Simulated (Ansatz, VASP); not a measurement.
# Cs in VASP and in Ansatz

```
Cs
1.0
    -3.12847    3.12847    3.12847
     3.12847   -3.12847    3.12847
     3.12847    3.12847   -3.12847
Cs
1
Direct
  0.00000 0.00000 0.00000
```

Alike in both runs: task single point; functional PBE; k mesh 3 × 3 × 3; occupations fermi-dirac, width 0.03 eV; no spin polarisation.

|  | VASP | Ansatz |
| --- | --- | --- |
| version | VASP 6.6.1 | Ansatz 0.2.0 |
| potentials or method | VASP PAW PBE potentials, release 64 (Cs_sv), cutoff 520 eV | all-electron LAPW, scalar-relativistic |

VASP gave:

* gap on the k mesh at the Fermi level (eV): none
* pressure (GPa): -0.2

Problem. What did Ansatz give for the same quantities?

Solution. gap on the k mesh at the Fermi level (eV): none; pressure (GPa): -0.1.

A gap of «none» marks a metal or a gap that the smearing closes. Ansatz ran all-electron here, and VASP with PAW potentials.

The k mesh is coarse, so the values compare programs but aren't converged. Spin-orbit coupling is off throughout.
